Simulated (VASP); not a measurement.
The system is HfC.

```
CELL_PARAMETERS angstrom
3.38686 0.00000 0.00000
-1.69343 2.93310 0.00000
0.00000 0.00000 5.27118
ATOMIC_POSITIONS crystal
Hf 0.33333 0.66667 0.25000
Hf 0.66667 0.33333 0.75000
C 0.00000 0.00000 0.50000
C 0.00000 0.00000 0.00000
```

This cell differs from its parent crystal: volume scaled by 1.04.

Base run:

- Program: VASP 6.6.1
- Functional: LDA
- Potentials or basis: VASP PAW LDA potentials, release 64 (Hf_pv, C)
- Cutoff: 520 eV
- k mesh: 9 × 9 × 5
- Occupations: fermi-dirac, width 0.05 eV
- Spin: no spin polarisation

Its results: band gap on the k mesh zero (band 14 reaches 6.94 eV, above the bottom of band 15 at 5.90 eV); pressure -20.0 GPa.

Q: The run is repeated on the same cell with these changes: functional from LDA to r2SCAN; potentials or basis from VASP PAW LDA potentials, release 64 (Hf_pv, C) to VASP PAW PBE potentials, release 64 (Hf_pv, C). What comes out?

A: Band gap on the k mesh zero (band 14 reaches 7.34 eV, above the bottom of band 15 at 6.06 eV); pressure -12.3 GPa.

Caveats: spin-orbit coupling is left out, which moves the levels of the heavy elements; the PAW data sets were made with another functional, which shifts forces and pressure a little (some runs).
